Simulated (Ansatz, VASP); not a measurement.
# Sc in VASP and in Ansatz

File INCAR:

```
SYSTEM = Sc
  ALGO = Normal
  EDIFF = 1E-7
  ENCUT = 520
  GGA = PE
  ISIF = 2
  ISMEAR = -1
  LASPH = .TRUE.
  LCHARG = .FALSE.
  LREAL = .FALSE.
  LWAVE = .FALSE.
  NBANDS = 18
  NELM = 100
  PREC = Accurate
  SIGMA = 0.08
```

File KPOINTS:

```
k-points
0
G
  14 14 14
  0 0 0
```

File POSCAR:

```
Sc
1.0
   -2.2332106334      2.2332106334      1.3654179664
    2.2332106334     -2.2332106334      1.3654179664
    2.2332106334      2.2332106334     -1.3654179664
Sc
2
Direct
   -0.3750000000     -0.1250000000     -0.2500000000
    0.3750000000      0.1250000000      0.2500000000
```

Input for Ansatz:

```yaml
crystal:
  lattice:
    - [-2.2332106334, 2.2332106334, 1.3654179664]
    - [2.2332106334, -2.2332106334, 1.3654179664]
    - [2.2332106334, 2.2332106334, -1.3654179664]
  atoms:
    - { symbol: Sc, position: [-0.375, -0.125, -0.25] }
    - { symbol: Sc, position: [0.375, 0.125, 0.25] }
kpoints:
  mp_grid: { grid: [14, 14, 14] }
  band_path:
    path:
      - [0.0, 0.0, 0.0]
      - [0.0, 0.0, 0.5]
      - [-0.5, 0.5, 0.5]
      - [0.0, 0.0, 0.0]
      - [0.3434570053, 0.3434570053, -0.3434570053]
      - [-0.3434570053, 0.6565429947, 0.3434570053]
      - [-0.5, 0.5, 0.5]
      - [0.0, 0.0, 0.5]
      - [0.25, 0.25, 0.25]
    npoints: 8
scf:
  occupations: { method: fermi_dirac, width: 0.08 }
hamiltonian:
  xc: pbe
  pseudopotentials: { kind: paw }
output:
  forces: true
  stress: true
  eigenvalues: true
  populations: true
  dos: { projected: true, de: 0.2, e_range: [-14, 8] }
```

Change from the starting cell: volume scaled by 0.55, PAW files.

Alike in both runs: task single point; functional PBE; k mesh 14 × 14 × 14; occupations fermi-dirac, width 0.08 eV; no spin polarisation.

```csv
,VASP,Ansatz
version,VASP 6.6.1,Ansatz 0.2.0
potentials or method,"VASP PAW PBE potentials, release 64 (Sc_sv)","PAW with Ansatz's default frozen-core files, scalar-relativistic"
plane-wave cutoff (eV),520,420
valence electrons in the cell,22,22
```

Ansatz gave:

```
pressure (GPa)                                                : 64.8
traceless stress, the component that is largest in VASP (GPa) : 0.02
```

Q: Which values does VASP return?

A: Pressure (GPa): 66.2; traceless stress, the component that is largest in VASP (GPa): -0.65.

Both programs put the cell under a high pressure, so it lies far from rest at this level. With one functional, cell and mesh, what is left measures potentials, basis and numerics.

Noted on VASP's run: the cell as given lies far from equilibrium.
